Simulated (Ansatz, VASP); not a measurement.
# Ge in VASP and in Ansatz

INCAR

```
SYSTEM = Ge
ALGO = Normal
EDIFF = 1E-6
ENCUT = 520
GGA = PE
ISIF = 2
ISMEAR = -1
LASPH = .True.
LCHARG = .True.
LELF = .True.
LREAL = .False.
LVHAR = .True.
LWAVE = .False.
NBANDS = 36
NELM = 80
PREC = Accurate
SIGMA = 0.06
```

Contents of KPOINTS:

```
k-points
0
Gamma
  6 6 3
  0 0 0
```

POSCAR

```
Ge
1.0
    3.9975858431      0.0000000000      0.0000000000
   -1.9987929216      3.4620108940      0.0000000000
    0.0000000000      0.0000000000      6.5993779500
Ge
4
Direct
    0.3267260000      0.6380710000      0.9339790000
    0.6898610000      0.3458880000      0.4303330000
    0.3260690000      0.6630860000      0.5680680000
    0.6945560000      0.3747200000      0.0795210000
```

File input.yaml:

```yaml
crystal:
  lattice:
    - [3.9975858431, 0.0, 0.0]
    - [-1.9987929216, 3.462010894, 0.0]
    - [0.0, 0.0, 6.59937795]
  atoms:
    - { symbol: Ge, position: [0.326726, 0.638071, 0.933979] }
    - { symbol: Ge, position: [0.689861, 0.345888, 0.430333] }
    - { symbol: Ge, position: [0.326069, 0.663086, 0.568068] }
    - { symbol: Ge, position: [0.694556, 0.37472, 0.079521] }
kpoints:
  mp_grid: { grid: [6, 6, 3] }
scf:
  occupations: { method: fermi_dirac, width: 0.06 }
hamiltonian:
  xc: pbe
  pseudopotentials: { kind: all_electron, lapw: { basis_error: 0.004 } }
output:
  forces: true
  stress: true
  eigenvalues: true
```

Change from the starting cell: atoms moved at random, drawn with an rms of 0.1 Å.

Alike in both runs: task single point; functional PBE; k mesh 6 × 6 × 3; occupations fermi-dirac, width 0.06 eV; no spin polarisation.

|  | VASP | Ansatz |
| --- | --- | --- |
| version | VASP 6.6.1 | Ansatz 0.2.0 |
| potentials or method | VASP PAW PBE potentials, release 64 (Ge_d), cutoff 520 eV | all-electron LAPW, scalar-relativistic |

Ansatz gave:

- gap on the k mesh at the Fermi level (eV): none
- pressure (GPa): 4.3
- traceless stress, the component that is largest in VASP (GPa): -5.29
- rms of the force components (eV/Å): 0.988

What did VASP give for the same quantities?

gap on the k mesh at the Fermi level (eV): none; pressure (GPa): 4.2; traceless stress, the component that is largest in VASP (GPa): -5.27; rms of the force components (eV/Å): 0.987.

Atom by atom the forces differ by 0.001 eV/Å (rms over components). A gap of «none» marks a metal or a gap that the smearing closes. Ansatz ran all-electron here, and VASP with PAW potentials.

Noted on Ansatz's run: the k mesh is thin for a metal, which can move the energy by tens of meV per atom.
